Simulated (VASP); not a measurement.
Tl:

```
Tl
1.0
     3.36191    0.00000    0.00000
    -1.12064    3.16964    0.00000
    -1.12064   -1.58482    2.74499
Tl
1
Cartesian
  0.0000 0.0000 0.0000
```

Base run:

| Quantity | Value |
| --- | --- |
| Program | VASP 6.6.1 |
| Functional | BLYP |
| Potentials or basis | VASP PAW PBE potentials, release 64 (Tl_d) |
| Cutoff | 520 eV |
| k mesh | 10 × 10 × 10 |
| Occupations | fermi-dirac, width 0.1 eV |
| Spin | no spin polarisation |

Its results: pressure 5.9 GPa.

**Question.** The run is repeated on the same cell with these changes: functional from BLYP to LDA; potentials or basis from VASP PAW PBE potentials, release 64 (Tl_d) to VASP PAW LDA potentials, release 64 (Tl_d). What comes out?

**Answer.** Pressure -2.5 GPa.

Caveats: the PAW data sets were made with another functional, which shifts forces and pressure a little (some runs).
